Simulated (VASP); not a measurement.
# Al16H2O in VASP: notebook, part 2 of 2

VASP 6.6.1. The steps go on from the part before.

### 4 Single point, LDA

Contents of INCAR:

```
ALGO = Normal ; EDIFF = 1E-6
ENCUT = 520 ; GGA = CA
ISIF = 2 ; ISMEAR = -1
LASPH = T ; LCHARG = F
LREAL = Auto ; LWAVE = F
NBANDS = 43 ; NELM = 80
PREC = Accurate ; SIGMA = 0.15
```

Contents of KPOINTS:

```
k-points
0
Gamma
  3 4 1
```

Contents of POSCAR:

```
Al16H2O
1.0
    8.1000000000      0.0000000000      0.0000000000
    0.0000000000      5.7275650000      0.0000000000
    0.0000000000      0.0000000000     17.2956740000
Al O H
16 1 2
Direct
    0.2500000000      0.2499999564      0.0578179260
    0.7500000000      0.2499999564      0.0578179260
    0.2500000000      0.7500000436      0.0578179260
    0.7500000000      0.7500000436      0.0578179260
    0.0027819753      0.0020657993      0.1316633281
    0.5030830864      0.0011640200      0.1289797668
    0.0023644444      0.5045493155      0.1259272694
    0.5022332099      0.4992044612      0.1286817733
    0.2548811111      0.2532720275      0.2157035337
    0.7548612346      0.2537458763      0.2218733424
    0.2606843210      0.7579721924      0.2106921072
    0.7537345679      0.7540654711      0.2179885560
    0.0068091358      0.0161408906      0.2976791191
    0.4996611111      0.0020710372      0.2890198439
    0.0139281481      0.5040258819      0.2859471681
    0.4995525926      0.5042919635      0.2879565723
    0.0481139506     -0.2588178397      0.3566350753
    0.0661165432      0.1219940760      0.3818252472
    0.1506564198     -0.2081488381      0.3825649697
```

On the command line:

```sh
$ cat potpaw_LDA.64/Al/POTCAR potpaw_LDA.64/O/POTCAR potpaw_LDA.64/H/POTCAR > POTCAR
$ mpirun -np 1 vasp_std > vasp.out
```

Wall time 10 min (1 thread of Intel Xeon Platinum 8375C at 2.90GHz (Ice Lake), shared host); peak memory 0.67 GiB.

It converged, with:

```yaml
Free_energy: -76.6709 eV
Largest_force: 0.862 eV/Å
Band_gap_on_the_k_mesh: zero (bands 28 and 29 overlap by 0.38 eV)
```

Forces on the atoms (eV/Å):
```
Al  -0.004 -0.079 -0.007
Al   0.140 -0.085  0.287
Al   0.065  0.147 -0.210
Al   0.062  0.147  0.161
Al   0.006  0.010  0.045
Al   0.016  0.003 -0.009
Al   0.005  0.023 -0.011
Al   0.006 -0.005  0.002
Al   0.014  0.004  0.011
Al   0.028  0.018  0.038
Al   0.034  0.030 -0.008
Al  -0.001  0.009 -0.015
Al  -0.005  0.018  0.040
Al   0.013  0.013  0.001
Al   0.039 -0.006  0.005
Al   0.008  0.013  0.006
O   -0.373 -0.650 -0.427
H   -0.044  0.805 -0.093
H   -0.008 -0.415  0.184
```

Levels at points of the mesh, in eV from the Fermi level:
```tsv
k point	band 26	band 27	band 28	band 29	band 30	band 31
(0.00, 0.00, 0.00)	-0.81	-0.77	-0.74	-0.05	0.17	0.46
(0.00, 0.50, 0.00)	-0.52	-0.13	0.32	0.39	0.52	0.96
```

### 5 Single point, LDA

Contents of INCAR:

```
SYSTEM = Al16H2O
PREC = Accurate
ENCUT = 520
EDIFF = 1E-7
ISMEAR = -1
SIGMA = 0.15
LREAL = Auto
LASPH = .True.
NELM = 100
ALGO = Normal
ISIF = 2
LWAVE = .False.
LCHARG = .True.
LELF = .True.
LVHAR = .True.
NBANDS = 43
```

Contents of KPOINTS:

```
Automatic mesh
0
Gamma
  3 4 1
  0 0 0
```

Contents of POSCAR:

```
Al16H2O
1.0
    8.1000000000      0.0000000000      0.0000000000
    0.0000000000      5.7275650000      0.0000000000
    0.0000000000      0.0000000000     17.2956740000
Al O H
16 1 2
Direct
    0.2500000000      0.2499999564      0.0578179260
    0.7500000000      0.2499999564      0.0578179260
    0.2500000000      0.7500000436      0.0578179260
    0.7500000000      0.7500000436      0.0578179260
   -0.0001823457     -0.0073046748      0.1274793917
    0.5015122222      0.0080734134      0.1303129326
   -0.0013323457      0.4886862043      0.1367740280
    0.5007525926      0.5120177597      0.1309178815
    0.2660193827      0.2700308072      0.2170567045
    0.7330670370      0.2599932083      0.2150061917
    0.2629318519      0.7652847240      0.2155031368
    0.7480067901      0.7582929220      0.2188964131
    0.0025579012      0.0980437586      0.2797298330
    0.5012046914      0.0096353337      0.2938520349
    0.0094909877      0.6047440754      0.2992189261
    0.5032008642      0.5137675434      0.2953214197
    0.0472569136     -0.0911783629      0.3599575825
   -0.0707700000      0.3444860076      0.3376465699
    0.0249911111     -0.0223761756      0.4106722872
```

On the command line:

```sh
$ cat potpaw_LDA.64/Al/POTCAR potpaw_LDA.64/O/POTCAR potpaw_LDA.64/H/POTCAR > POTCAR
$ mpirun -np 1 vasp_std > vasp.out
```

Run time: 15 min. Hardware: 1 thread of Intel Xeon 8259CL, shared host; peak memory 0.67 GiB.

It converged, with:

* Free energy: -76.7985 eV
* Largest force: 0.623 eV/Å
* Band gap on the k mesh: zero (bands 28 and 29 overlap by 0.22 eV)

Forces on the atoms (eV/Å):
```
Al   0.013  0.101  0.105
Al  -0.023  0.088 -0.020
Al  -0.020 -0.111  0.084
Al   0.051 -0.067  0.141
Al   0.000 -0.010 -0.075
Al   0.002  0.015 -0.061
Al   0.000 -0.019 -0.026
Al   0.001  0.020 -0.058
Al   0.041  0.040 -0.040
Al  -0.041  0.026 -0.042
Al   0.035  0.026 -0.049
Al   0.004  0.021 -0.014
Al   0.005  0.189 -0.191
Al   0.001  0.018 -0.062
Al   0.028  0.174 -0.073
Al   0.006  0.022 -0.058
O   -0.288 -0.547 -0.077
H    0.257  0.286  0.243
H   -0.074 -0.271  0.273
```

Levels at points of the mesh, in eV from the Fermi level:
| k point | band 24 | band 25 | band 26 | band 27 | band 28 | band 29 | band 30 | band 31 | band 32 | band 33 |
| --- | --- | --- | --- | --- | --- | --- | --- | --- | --- | --- |
| (0.00, 0.00, 0.00) | -1.58 | -1.31 | -0.99 | -0.78 | -0.64 | 0.05 | 0.12 | 0.45 | 0.87 | 1.31 |
| (0.00, 0.50, 0.00) | -0.95 | -0.89 | -0.44 | -0.25 | 0.27 | 0.40 | 0.54 | 0.97 | 1.09 | 1.40 |

### 6 Single point, LDA

Contents of INCAR:

```
SYSTEM = Al16H2O
  ALGO = Normal
  EDIFF = 1E-6
  ENCUT = 520
  GGA = CA
  ISIF = 2
  ISMEAR = -1
  LASPH = .TRUE.
  LCHARG = .TRUE.
  LELF = .TRUE.
  LREAL = Auto
  LVHAR = .TRUE.
  LWAVE = .FALSE.
  NBANDS = 43
  NELM = 100
  PREC = Accurate
  SIGMA = 0.15
```

Contents of KPOINTS:

```
k-points
0
G
  3 4 1
  0 0 0
```

Contents of POSCAR:

```
Al16H2O
1.0
    8.1000000000      0.0000000000      0.0000000000
    0.0000000000      5.7275650000      0.0000000000
    0.0000000000      0.0000000000     17.2956740000
Al O H
16 1 2
Direct
    0.2500000000      0.2499999564      0.0578179260
    0.7500000000      0.2499999564      0.0578179260
    0.2500000000      0.7500000436      0.0578179260
    0.7500000000      0.7500000436      0.0578179260
    0.0000000000      0.0000000000      0.1406068940
    0.5000000000      0.0000000000      0.1406068940
    0.0000000000      0.4999999127      0.1406068940
    0.5000000000      0.4999999127      0.1406068940
    0.2500000000      0.2499999564      0.2233958619
    0.7500000000      0.2499999564      0.2233958619
    0.2500000000      0.7500000436      0.2233958619
    0.7500000000      0.7500000436      0.2233958619
    0.0000000000      0.0000000000      0.3061848876
    0.5000000000      0.0000000000      0.3061848876
    0.0000000000      0.4999999127      0.3061848876
    0.5000000000      0.4999999127      0.3061848876
    0.1666666667      0.1666666376      0.3628464551
   -0.1666666667      0.1666666376      0.2986685572
    0.0516922222      0.1469184549      0.3859736255
```

Potentials or basis: VASP PAW LDA potentials, release 64 (Al, O, H).

On the command line:

```sh
$ cat potpaw_LDA.64/Al/POTCAR potpaw_LDA.64/O/POTCAR potpaw_LDA.64/H/POTCAR > POTCAR
$ mpirun -np 1 vasp_std > vasp.out
```

It took 15 min on 1 thread of Intel Xeon 8259CL, shared host; peak memory 0.67 GiB.

It converged, with:

```
Free energy            : -74.2189 eV
Largest force          : 3.077 eV/Å
Band gap on the k mesh : zero (bands 28 and 29 overlap by 0.38 eV)
```

Forces in eV/Å, atoms in the order of the input:
```
Al  -0.051  0.017  0.307
Al  -0.003  0.076  0.294
Al  -0.033  0.003  0.303
Al   0.023 -0.068  0.389
Al   0.036 -0.055 -0.061
Al   0.083 -0.045 -0.170
Al  -0.071 -0.006 -0.188
Al   0.086  0.112 -0.200
Al   0.155  0.024  0.000
Al  -0.996  0.775 -1.738
Al   0.141 -0.110  0.095
Al  -0.148 -0.281  0.015
Al   0.995 -2.101 -2.015
Al  -0.080 -0.049 -0.351
Al   0.129  0.972 -0.312
Al   0.042  0.020 -0.376
O   -1.751 -0.448 -0.609
H    0.528 -0.146  2.155
H    0.915  1.309  2.460
```

Levels at points of the mesh, in eV from the Fermi level:
| k point | band 24 | band 25 | band 26 | band 27 | band 28 | band 29 | band 30 | band 31 | band 32 | band 33 |
| --- | --- | --- | --- | --- | --- | --- | --- | --- | --- | --- |
| (0.00, 0.00, 0.00) | -1.45 | -1.37 | -0.84 | -0.68 | -0.50 | -0.26 | 0.14 | 0.55 | 1.11 | 1.25 |
| (0.00, 0.50, 0.00) | -0.83 | -0.78 | -0.41 | -0.02 | 0.12 | 0.41 | 0.64 | 0.91 | 1.37 | 1.48 |

### 7 The runs side by side

```tsv
cell	gap on the mesh (eV)	largest force (eV/Å)
as given, atomic positions A	none	4.88
as given, atomic positions B	none	0.45
as given, atomic positions C	none	0.86
as given, atomic positions D	none	0.62
as given, atomic positions E	none	3.08
```

Alike in all rows: task single point; level LDA; potentials or basis VASP PAW LDA potentials, release 64 (Al, O, H); no spin polarisation; k mesh 3 × 4 × 1; cutoff (eV) 520; smearing fermi-dirac 0.15 eV.

Total energies depend on the potentials used, so only differences within one code and one set of settings carry meaning.
